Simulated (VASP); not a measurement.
# B (Fd-3m) in VASP: single point with PBE

Aim: the single point of B with PBE.

Everything below comes from runs of VASP 6.6.1. Logs are shortened: lines on timing, memory, paths and dates and some standing lists are left out, and cuts for length are marked.

### Step 1. The cell of the first run

It takes space group Fd-3m (No. 227, cubic). Conventional cell: a = 4.052 Å, b = 4.052 Å, c = 4.052 Å, α = 90.00°, β = 90.00°, γ = 90.00°. B (site symmetry -43m) has 4 B at 1.75 Å within 2.3 Å.

### Step 2. Single point, PBE

Contents of INCAR:

```
ALGO = Normal
EDIFF = 1E-6
ENCUT = 520
GGA = PE
ISIF = 2
ISMEAR = -1
LASPH = True
LCHARG = False
LREAL = False
LWAVE = False
NBANDS = 10
NELM = 100
PREC = Accurate
SIGMA = 0.13605693000000002
```

Contents of KPOINTS:

```
k-points
0
Gamma
  11 11 11
```

Contents of POSCAR:

```
B
1.0
    0.0000000000      2.0259128131      2.0259128131
    2.0259128131      0.0000000000      2.0259128131
    2.0259128131      2.0259128131      0.0000000000
B
2
Direct
    0.0000000000      0.0000000000      0.0000000000
    0.2500000000      0.2500000000      0.2500000000
```

Potentials or basis: VASP PAW PBE potentials, release 64 (B).

The run is started by

```console
cat potpaw_PBE.64/B/POTCAR > POTCAR
mpirun -np 1 vasp_std > vasp.out
```

OUTCAR:

```text
EDIFF = 1E-6
   ENCUT = 520
   GGA = PE
   ISIF = 2
   ISMEAR = -1
   LASPH = True
   LREAL = False
   NELM = 100
   PREC = Accurate

 ion  position               nearest neighbor table
   1  0.000  0.000  0.000-   2 1.75   2 1.75   2 1.75   2 1.75
   2  0.250  0.250  0.250-   1 1.75   1 1.75   1 1.75   1 1.75

  LATTYP: Found a face centered cubic cell.
 ALAT       =     4.0518256262

  Lattice vectors:

 A1 = (   0.0000000000,   2.0259128131,   2.0259128131)
 A2 = (   2.0259128131,   0.0000000000,   2.0259128131)
 A3 = (   2.0259128131,   2.0259128131,   0.0000000000)

Analysis of symmetry for initial positions (statically):
=====================================================================
 Subroutine PRICEL returns:
 Original cell was already a primitive cell.

 Routine SETGRP: Setting up the symmetry group for a
 face centered cubic supercell.

 Subroutine GETGRP returns: Found 48 space group operations
 (whereof 24 operations were pure point group operations)
 out of a pool of 48 trial point group operations.

The static configuration has the point symmetry T_d .
 The point group associated with its full space group is O_h .

Analysis of symmetry for dynamics (positions and initial velocities):
=====================================================================
 Subroutine PRICEL returns:
 Original cell was already a primitive cell.

 Routine SETGRP: Setting up the symmetry group for a
 face centered cubic supercell.

 Subroutine GETGRP returns: Found 48 space group operations
 (whereof 24 operations were pure point group operations)
 out of a pool of 48 trial point group operations.

The dynamic configuration has the point symmetry T_d .
 The point group associated with its full space group is O_h .

 Subroutine INISYM returns: Found 48 space group operations
 (whereof 24 operations are pure point group operations),
 and found     1 'primitive' translations

----------------------------------------------------------------------------------------

                                     Primitive cell

  volume of cell :      16.6300

  direct lattice vectors                    reciprocal lattice vectors
     0.000000000  2.025912813  2.025912813    -0.246802329  0.246802329  0.246802329
     2.025912813  0.000000000  2.025912813     0.246802329 -0.246802329  0.246802329
     2.025912813  2.025912813  0.000000000     0.246802329  0.246802329 -0.246802329
[... 83 lines left out ...]
   NELM   =    100;   NELMIN=  2; NELMDL= -5     # of ELM steps
   EDIFF  = 0.1E-05   stopping-criterion for ELM
   LREAL  =      F    real-space projection
   EDIFFG = 0.1E-04   stopping-criterion for IOM
   NSW    =      0    number of steps for IOM
   IBRION =     -1    ionic relax: 0-MD 1-quasi-New 2-CG
   NFREE  =      0    steps in history (QN), initial steepest desc. (CG)
   ISIF   =      2    stress and relaxation
   ISYM   =      2    0-nonsym 1-usesym 2-fastsym
   POTIM  = 0.5000    time-step for ionic-motion
   TEBEG  =    0.0;   TEEND  =   0.0 temperature during run
   PSTRESS=    0.0 pullay stress
   NELECT =       6.0000    total number of electrons
   NUPDOWN=      -1.0000    fix difference up-down
   EMIN   =  10.00;   EMAX   =-10.00  energy-range for DOS
   EFERMI =   0.00;   METHOD = LEGACY
   ISMEAR =    -1;   SIGMA  =   0.14  broadening in eV -4-tet -1-fermi 0-gaus
   EFERMI_NEDOS =   21; number of points for ismear=-14 and -15
   IALGO  =     38    algorithm
   IMIX   =      4    mixing-type and parameters
     AMIX     =   0.40;   BMIX     =  1.00
     AMIX_MAG =   1.60;   BMIX_MAG =  1.00
  volume/ion in A,a.u.               =       8.32        56.11
  Fermi-wavevector in a.u.,A,eV,Ry     =   1.165452  2.202385 18.480508  1.358279
  Thomas-Fermi vector in A             =   2.301978
   LORBIT       =      0    0 simple, 1 ext, 2 COOP (PROOUT), +10 PAW based schemes
   GGA     = PE    functional components
   LHFCALC =     F    Hartree Fock is set to
   AEXX    =    0.0000 exact exchange contribution
   IVDW    =     0    specifies the selected vdW correction
   LEPSILON=     F    determine dielectric tensor
   LRPA    =     F    only Hartree local field effects (RPA)
 non-spin polarized calculation
  energy-cutoff  :      520.00
  volume of cell :       16.63
 maximum number of plane-waves:       459
 NGX is ok and might be reduce to    24
   NGX = 11   NGY = 11   NGZ = 11

 number of electron       6.0000000 magnetization

 Free energy of the ion-electron system (eV)
  ---------------------------------------------------
  ext. energy  EPLUGINS =         0.00000000
  ---------------------------------------------------
  free energy    TOTEN  =       -11.53614032 eV

  energy without entropy =      -11.47586331  energy(sigma->0) =      -11.50600181

 E-fermi :   3.7482     XC(G=0): -11.1975

 val. band max:        3.7228970802   @ k =   0.4545   0.1818   0.0909
 cond. band min:       3.8058101556   @ k =   0.4545   0.1818   0.0000
 fundamental gap:      0.0829130754
 Fermi energy:         3.7481638697

 k-point     1 :       0.0000    0.0000    0.0000
  band No.  band energies     occupation
      1      -9.1219      2.00000
      2       7.7854      0.00000
      3       7.7854      0.00000
      4       7.7854      0.00000
      5      11.9291      0.00000
      6      11.9291      0.00000
      7      11.9291      0.00000
      8      20.2745      0.00000
      9      22.5257      0.00000
     10      26.7230      0.00000
[... 287 lines left out ...]
 k-point    24 :      -0.1818    0.1818    0.0000
  band No.  band energies     occupation
      1      -7.2274      2.00000
      2       2.7839      1.99833
      3       3.2478      1.95069
      4       6.4189      0.00000
      5      13.9430      0.00000
      6      14.5485      0.00000
      7      15.6598      0.00000
      8      19.0904      0.00000
      9      21.6103      0.00000
     10      24.0579      0.00000

 [... further k-points ...]
[... 5 lines left out ...]
  --------------------------------------------------------------------------------------
  -------------------------------------------------------------------------------------
  Total        0.0157603      0.0157603      0.0157603      0.0000000      0.0000000      0.0000000
  in kB        1.5183839      1.5183839      1.5183839      0.0000000      0.0000000      0.0000000
  external PRESSURE =       1.5183839 kB  Pullay stress =       0.0000000 kB

 VOLUME and BASIS-vectors are now :
 -----------------------------------------------------------------------------
  energy-cutoff  :      520.00
  volume of cell :       16.63
      direct lattice vectors                 reciprocal lattice vectors
     0.000000000  2.025912813  2.025912813    -0.246802329  0.246802329  0.246802329
     2.025912813  0.000000000  2.025912813     0.246802329 -0.246802329  0.246802329
     2.025912813  2.025912813  0.000000000     0.246802329  0.246802329 -0.246802329

 POSITION                                       TOTAL-FORCE (eV/Angst)
 -----------------------------------------------------------------------------------
      0.00000      0.00000      0.00000         0.000000      0.000000      0.000000
      1.01296      1.01296      1.01296        -0.000000     -0.000000     -0.000000
 -----------------------------------------------------------------------------------
    total drift:                               -0.000000      0.000000      0.000000

  FREE ENERGIE OF THE ION-ELECTRON SYSTEM (eV)
  ---------------------------------------------------
  free  energy   TOTEN  =       -11.5361403203 eV

  energy  without entropy=      -11.4758633054  energy(sigma->0) =      -11.50600181
```

OSZICAR:

```text
N       E                     dE             d eps       ncg     rms          rms(c)
DAV:   1    -0.133701743786E+00   -0.13370E+00   -0.31822E+03  1136   0.548E+02
DAV:   2    -0.115290529526E+02   -0.11395E+02   -0.10904E+02  1536   0.876E+01
DAV:   3    -0.117301547808E+02   -0.20110E+00   -0.19976E+00  1340   0.883E+00
DAV:   4    -0.117304012391E+02   -0.24646E-03   -0.24644E-03  1280   0.306E-01
DAV:   5    -0.117304013822E+02   -0.14306E-06   -0.14311E-06  1300   0.788E-03    0.295E+00
DAV:   6    -0.115905546319E+02    0.13985E+00   -0.63246E-02  1218   0.151E+00    0.177E+00
DAV:   7    -0.115356122213E+02    0.54942E-01   -0.91339E-02  1296   0.181E+00    0.239E-01
DAV:   8    -0.115361256871E+02   -0.51347E-03   -0.18974E-03  1202   0.338E-01    0.277E-02
DAV:   9    -0.115361362180E+02   -0.10531E-04   -0.34918E-05  1360   0.403E-02    0.129E-02
DAV:  10    -0.115361401845E+02   -0.39665E-05   -0.27856E-06  1248   0.127E-02    0.113E-03
DAV:  11    -0.115361403203E+02   -0.13583E-06   -0.10519E-07   640   0.239E-03
   1 F= -.11536140E+02 E0= -.11506002E+02  d E =-.602770E-01
```

Wall time 12 s (1 thread of Intel Xeon 6975P-C, shared host); peak memory 0.13 GiB.

What came out:

```
Free energy            : -11.5361 eV
Pressure               : 0.2 GPa
Band gap on the k mesh : zero (band 3 reaches 7.79 eV, above the bottom of band 4 at 1.34 eV)
```
